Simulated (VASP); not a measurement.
# BN (Fmm2) in VASP: single point with PBEsol

Aim: the single point of BN with PBEsol.

Program: VASP 6.6.1. These are calculated values, not measurements. Logs are shortened: lines on timing, memory, paths and dates and some standing lists are left out, and cuts for length are marked.

### Step 1. The cell of the first run

Symmetry: Fmm2, No. 42, orthorhombic system. The conventional cell has a = 2.503 Å, b = 6.991 Å, c = 4.332 Å, α = 90.00°, β = 90.00°, γ = 90.00°. Within 1.9 Å of B (site symmetry mm2) lie 3 N at 1.44 Å. Within 1.9 Å of N (site symmetry mm2) lie 3 B at 1.44 Å.

### Step 2. Single point, PBEsol

File INCAR:

```
SYSTEM = BN
ALGO = Normal ; EDIFF = 1E-6
ENCUT = 520 ; GGA = PS
ISIF = 2 ; ISMEAR = 0
LASPH = .TRUE. ; LCHARG = .FALSE.
LREAL = .FALSE. ; LWAVE = .FALSE.
NBANDS = 11 ; NELM = 100
PREC = Accurate ; SIGMA = 0.01
```

File KPOINTS:

```
k-points
0
G
  6 6 6
  0 0 0
```

File POSCAR:

```
BN
1.0
    4.1120780000      0.0000000000      0.0000000000
    1.1410171286      2.2263451715      0.0000000000
    2.9710606487     -0.8190325536      2.0702171075
B N
1 1
Direct
    0.0000490000      0.0000490000      0.9999510000
    0.6666510000      0.6666510000      0.3333490000
```

Potentials or basis: VASP PAW PBE potentials, release 64 (B, N).

The run is started by

```bash
$ cat potpaw_PBE.64/B/POTCAR potpaw_PBE.64/N/POTCAR > POTCAR
$ mpirun -np 1 vasp_std > vasp.out
```

OUTCAR:

```text
SYSTEM = BN
   EDIFF = 1E-6
   ENCUT = 520
   GGA = PS
   ISIF = 2
   ISMEAR = 0
   LASPH = .TRUE.
   LREAL = .FALSE.
   NELM = 100
   PREC = Accurate

 ion  position               nearest neighbor table
   1  0.000  0.000  1.000-   2 1.44   2 1.44   2 1.44
   2  0.667  0.667  0.333-   1 1.44   1 1.44   1 1.44

  LATTYP: Found a face centered orthorhombic cell.
 ALAT       =     2.5032634054
 B/A-ratio  =     1.7306139458
 C/A-ratio  =     2.7926073434

  Lattice vectors:

 A1 = (   4.1120780000,   0.0000000000,   0.0000000000)
 A2 = (   2.9710608714,  -2.2263451715,   0.0000000000)
 A3 = (   1.1410173513,   0.8190325536,  -2.0702171075)

Analysis of symmetry for initial positions (statically):
=====================================================================
 Subroutine PRICEL returns:
 Original cell was already a primitive cell.

 Routine SETGRP: Setting up the symmetry group for a
 face centered orthorhombic supercell.

 Subroutine GETGRP returns: Found  4 space group operations
 (whereof  4 operations were pure point group operations)
 out of a pool of  8 trial point group operations.

The static configuration has the point symmetry C_2v.

Analysis of symmetry for dynamics (positions and initial velocities):
=====================================================================
 Subroutine PRICEL returns:
 Original cell was already a primitive cell.

 Routine SETGRP: Setting up the symmetry group for a
 face centered orthorhombic supercell.

 Subroutine GETGRP returns: Found  4 space group operations
 (whereof  4 operations were pure point group operations)
 out of a pool of  8 trial point group operations.

The dynamic configuration has the point symmetry C_2v.

 Subroutine INISYM returns: Found  4 space group operations
 (whereof  4 operations are pure point group operations),
 and found     1 'primitive' translations

----------------------------------------------------------------------------------------

                                     Primitive cell

  volume of cell :      18.9526

  direct lattice vectors                    reciprocal lattice vectors
     4.112078000  0.000000000  0.000000000     0.243186049 -0.124634513 -0.398315819
     1.141017129  2.226345172  0.000000000     0.000000000  0.449166649  0.177702187
     2.971060649 -0.819032554  2.070217107     0.000000000  0.000000000  0.483041125

  length of vectors
     4.112078000  2.501706000  3.712656000     0.483041104  0.483041143  0.483041125

  position of ions in fractional coordinates (direct lattice)
     0.000049000  0.000049000  0.999951000
[... 88 lines left out ...]
   PSTRESS=    0.0 pullay stress
   NELECT =       8.0000    total number of electrons
   NUPDOWN=      -1.0000    fix difference up-down
   EMIN   =  10.00;   EMAX   =-10.00  energy-range for DOS
   EFERMI =   0.00;   METHOD = LEGACY
   ISMEAR =     0;   SIGMA  =   0.01  broadening in eV -4-tet -1-fermi 0-gaus
   EFERMI_NEDOS =   21; number of points for ismear=-14 and -15
   IALGO  =     38    algorithm
   IMIX   =      4    mixing-type and parameters
     AMIX     =   0.40;   BMIX     =  1.00
     AMIX_MAG =   1.60;   BMIX_MAG =  1.00
  volume/ion in A,a.u.               =       9.48        63.95
  Fermi-wavevector in a.u.,A,eV,Ry     =   1.228047  2.320672 20.518932  1.508099
  Thomas-Fermi vector in A             =   2.362987
   LORBIT       =      0    0 simple, 1 ext, 2 COOP (PROOUT), +10 PAW based schemes
   GGA     = PS    functional components
   LHFCALC =     F    Hartree Fock is set to
   AEXX    =    0.0000 exact exchange contribution
   IVDW    =     0    specifies the selected vdW correction
   LEPSILON=     F    determine dielectric tensor
   LRPA    =     F    only Hartree local field effects (RPA)
 non-spin polarized calculation
 Gauss-broadening in eV      SIGMA  =   0.01
  energy-cutoff  :      520.00
  volume of cell :       18.95
 maximum number of plane-waves:       522
 NGX is ok and might be reduce to    32
   NGX = 15   NGY =  9   NGZ = 13

 number of electron       8.0000000 magnetization

 Free energy of the ion-electron system (eV)
  ---------------------------------------------------
  ext. energy  EPLUGINS =         0.00000000
  ---------------------------------------------------
  free energy    TOTEN  =       -18.28298441 eV

  energy without entropy =      -18.28298441  energy(sigma->0) =      -18.28298441

 E-fermi :   1.9559     XC(G=0):  -9.9639

 val. band max:        1.8998776579   @ k =   0.5000  -0.3333   0.1667
 cond. band min:       5.6362812114   @ k =   0.0000   0.5000   0.5000
 fundamental gap:      3.7364035535
 Fermi energy:         1.9559194420

 k-point     1 :       0.0000    0.0000    0.0000
  band No.  band energies     occupation
      1     -15.9308      2.00000
      2      -2.6122      2.00000
      3       0.5026      2.00000
      4       0.5097      2.00000
      5       6.5677      0.00000
      6      13.3659      0.00000
      7      13.4270      0.00000
      8      14.8413      0.00000
      9      16.3071      0.00000
     10      27.2599      0.00000
     11      28.4715      0.00000
[... 309 lines left out ...]
 k-point    24 :       0.5000    0.3333    0.1667
  band No.  band energies     occupation
      1     -13.9061      2.00000
      2      -5.0992      2.00000
      3      -1.7597      2.00000
      4      -0.4988      2.00000
      5       9.0404      0.00000
      6      10.8832      0.00000
      7      13.2366      0.00000
      8      18.3519      0.00000
      9      20.4557      0.00000
     10      22.4010      0.00000
     11      25.0075      0.00000

 [... further k-points ...]

------------------------ aborting loop because EDIFF is reached ----------------------------------------

  FORCE on cell =-STRESS in cart. coord.  units (eV):
  Direction    XX          YY          ZZ          XY          YZ          ZX
  --------------------------------------------------------------------------------------
  -------------------------------------------------------------------------------------
  Total        0.0486224      0.1201817      0.1327034      0.0505900      0.0158251     -0.0343906
  in kB        4.1103313     10.1596609     11.2181927      4.2766684      1.3377909     -2.9072374
  external PRESSURE =       8.4960617 kB  Pullay stress =       0.0000000 kB

 VOLUME and BASIS-vectors are now :
 -----------------------------------------------------------------------------
  energy-cutoff  :      520.00
  volume of cell :       18.95
      direct lattice vectors                 reciprocal lattice vectors
     4.112078000  0.000000000  0.000000000     0.243186049 -0.124634513 -0.398315819
     1.141017129  2.226345172  0.000000000     0.000000000  0.449166649  0.177702187
     2.971060649 -0.819032554  2.070217107     0.000000000  0.000000000  0.483041125

 POSITION                                       TOTAL-FORCE (eV/Angst)
 -----------------------------------------------------------------------------------
      2.97117     -0.81888      2.07012         0.004994      0.006665     -0.004531
      4.49238      1.21117      0.69010        -0.004994     -0.006665      0.004531
 -----------------------------------------------------------------------------------
    total drift:                               -0.000039     -0.000029      0.000033

  FREE ENERGIE OF THE ION-ELECTRON SYSTEM (eV)
  ---------------------------------------------------
  free  energy   TOTEN  =       -18.2829844113 eV

  energy  without entropy=      -18.2829844113  energy(sigma->0) =      -18.28298441
```

stdout:

```text
POSCAR found type information on POSCAR B N
 POSCAR found :  2 types and       2 ions
 scaLAPACK will be used
 -----------------------------------------------------------------------------
|                                                                             |
|                                                                             |
|     You enforced a specific xc type in the INCAR file but a different       |
|     I HOPE YOU KNOW WHAT YOU ARE DOING!                                     |
|                                                                             |
 -----------------------------------------------------------------------------

 LDA part: xc-table for (Slater+PW92), standard interpolation
 POSCAR, INCAR and KPOINTS ok, starting setup
 FFT: planning ... GRIDC
 FFT: planning ... GRID_SOFT
 FFT: planning ... GRID
 WAVECAR not read
 entering main loop
```

Wall time 7.9 s (1 thread of AMD EPYC 9R45 (Zen 5), shared host); peak memory 0.11 GiB.

Results:

| Item | Value |
| --- | --- |
| Free energy | -18.2830 eV |
| Pressure | 0.8 GPa |
| Largest force | 0.009 eV/Å |
| Band gap on the k mesh | 3.74 eV, indirect (least direct gap 4.49 eV) |

Forces on the atoms (eV/Å):
```
B    0.005  0.007 -0.005
N   -0.005 -0.007  0.005
```

Levels at points of the mesh, in eV from the valence-band top:
```tsv
k point	band 1	band 2	band 3	band 4	band 5	band 6	band 7	band 8	band 9
(0.00, 0.00, 0.00)	-17.83	-4.51	-1.40	-1.39	4.67	11.47	11.53	12.94	14.41
(0.50, 0.00, 0.00)	-14.61	-9.01	-4.21	-1.02	4.54	9.75	13.13	15.44	19.57
(0.50, 0.50, 0.00)	-14.66	-9.10	-4.21	-0.52	5.72	9.32	12.01	13.56	19.20
(0.50, 0.00, 0.50)	-17.63	-6.19	-1.41	-1.39	9.43	11.42	11.49	11.88	15.61
(0.00, 0.50, 0.50)	-14.55	-8.91	-4.25	-1.48	3.74	9.83	14.31	18.38	19.23
```

Caveat: the k points lie up to 0.51 Å⁻¹ apart; the PAW data sets were made with another functional, which shifts forces and pressure a little. A k mesh can miss the band edges.
